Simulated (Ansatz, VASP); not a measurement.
One calculation of BaTiO3, two programs

Contents of INCAR:

```
PREC     = Accurate       # precision mode
ENCUT    = 520            # plane-wave cutoff, eV
EDIFF    = 1E-6           # SCF threshold, eV
ISMEAR   = 0              # smearing method
SIGMA    = 0.01           # smearing width, eV
LREAL    = False          # projectors in reciprocal space
LASPH    = True           # aspherical terms in the spheres
NELM     = 150            # most SCF steps
ALGO     = Normal         # electronic algorithm
ISIF     = 2              # what is computed and relaxed
LWAVE    = False          # write WAVECAR
LCHARG   = False          # write CHGCAR
LMAXMIX  = 4              # l up to which the mixer works
LDAU     = True           # DFT+U
LDAUTYPE = 2            
LDAUL    = -1 2 -1        # shell
LDAUU    = 0 6 0          # U, eV
LDAUJ    = 0 0 0        
LDAUPRINT= 1            
GGA      = PS             # functional
NBANDS   = 28             # bands
```

Contents of KPOINTS:

```
Automatic mesh
0
Gamma
  6 6 6
```

The input POSCAR:

```
BaTiO3
1.0
    2.8273666100      1.6323808700      2.3183934900
   -2.8273666100      1.6323808700      2.3183934900
    0.0000000000     -3.2647617400      2.3183934900
Ba Ti O
1 1 3
Direct
    0.0000000000      0.0000000000      0.0000000000
    0.4845000000      0.4845000000      0.4845000000
    0.5086000000      0.5086000000      0.0175000000
    0.0175000000      0.5086000000      0.5086000000
    0.5086000000      0.0175000000      0.5086000000
```

Input for Ansatz:

```yaml
crystal:
  lattice:
    - [2.82736661, 1.63238087, 2.31839349]
    - [-2.82736661, 1.63238087, 2.31839349]
    - [0.0, -3.26476174, 2.31839349]
  atoms:
    - { symbol: Ba, position: [0.0, 0.0, 0.0] }
    - { symbol: Ti, position: [0.4845, 0.4845, 0.4845] }
    - { symbol: O, position: [0.5086, 0.5086, 0.017499999999999946] }
    - { symbol: O, position: [0.017500000000000036, 0.5086, 0.5086] }
    - { symbol: O, position: [0.5086, 0.017499999999999974, 0.5086] }
basis:
  ecutwfc: 489.804952427784
kpoints:
  mp_grid:
    grid: [6, 6, 6]
hamiltonian:
  xc: pbesol
  hubbard:
    - { species: Ti, l: d, u_eff: 6.0 }
scf:
  convergence:
    dr2_threshold: 1.0e-09
  occupations:
    method: fixed
output:
  eigenvalues: true
```

Alike in both runs: task single point; functional PBEsol; k mesh 6 × 6 × 6; no spin polarisation; Hubbard terms Ti d U = 6.0 eV.

```csv
,VASP,Ansatz
version,VASP 6.6.1,Ansatz 0.2.0
potentials or method,"VASP PAW PBE potentials, release 64 (Ba_sv, Ti_sv, O), cutoff 520 eV","plane waves, PAW"
occupations,"gaussian, width 0.01 eV",fixed
valence electrons in the cell,40,40
```

|  | VASP | Ansatz | Ansatz less VASP |
| --- | --- | --- | --- |
| gap on the k mesh at the Fermi level (eV) | 2.98 | 3.03 | +0.052 |

VASP's potentials were made for PBE, not for PBEsol. The programs project onto different local orbitals, so the same U acts differently, and such runs can settle in different states.

Neither program's run includes spin-orbit coupling.
